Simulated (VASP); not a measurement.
Here is a VASP 6.6.1 calculation.

File INCAR:

```
SYSTEM = ZrN
PREC = Accurate
ENCUT = 600
EDIFF = 1E-6
ISMEAR = -1
SIGMA = 0.03
LREAL = .FALSE.
LASPH = .TRUE.
NELM = 120
ALGO = Normal
ISIF = 2
LWAVE = .FALSE.
LCHARG = .FALSE.
NBANDS = 16
GGA_COMPAT = .FALSE.
```

The input KPOINTS:

```
regular mesh
0
G
  9 9 9
  0 0 0
```

POSCAR

```
ZrN
1.0
    0.0000000000      2.2918188597      2.2918188597
    2.2918188597      0.0000000000      2.2918188597
    2.2918188597      2.2918188597      0.0000000000
Zr N
1 1
Direct
    0.0000000000      0.0000000000      0.0000000000
    0.5000000000      0.5000000000      0.5000000000
```

Potentials or basis: VASP PAW LDA potentials, release 64 (Zr_sv, N).

The run is started by

```bash
$ cat potpaw_LDA.64/Zr_sv/POTCAR potpaw_LDA.64/N/POTCAR > POTCAR
$ mpirun -np 1 vasp_std > vasp.out
```

Question: Predict the pressure.

Answer: -9.5 GPa.
